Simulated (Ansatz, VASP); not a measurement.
**Al2Au: VASP beside Ansatz**

```
Al Au
1.0
     0.00000    3.00000    3.03000
     3.00000    0.00000    3.03000
     3.00000    3.00000    0.00000
Al Au
2 1
Direct
  0.25000 0.25000 0.25000
  0.75000 0.75000 0.75000
  0.00000 0.00000 0.00000
```

Change from the starting cell: zz strain of +1 %.

Alike in both runs: task single point; functional LDA; k mesh 11 × 11 × 11; occupations fermi-dirac, width 0.05 eV; no spin polarisation.

|  | VASP | Ansatz |
| --- | --- | --- |
| version | VASP 6.6.1 | Ansatz 0.2.0 |
| potentials or method | VASP PAW LDA potentials, release 64 (Al, Au), cutoff 520 eV | all-electron LAPW, scalar-relativistic |

Ansatz gave:

```
pressure (GPa)                                                : -3.6
traceless stress, the component that is largest in VASP (GPa) : -0.33
```

Problem. What did VASP give for the same quantities?

Solution. Pressure (GPa): -3.4; traceless stress, the component that is largest in VASP (GPa): -0.33.

LDA's correlation is that of Perdew and Zunger in VASP and of Perdew and Wang (1992) in Ansatz. Ansatz ran all-electron here, and VASP with PAW potentials.

Neither program's run includes spin-orbit coupling.
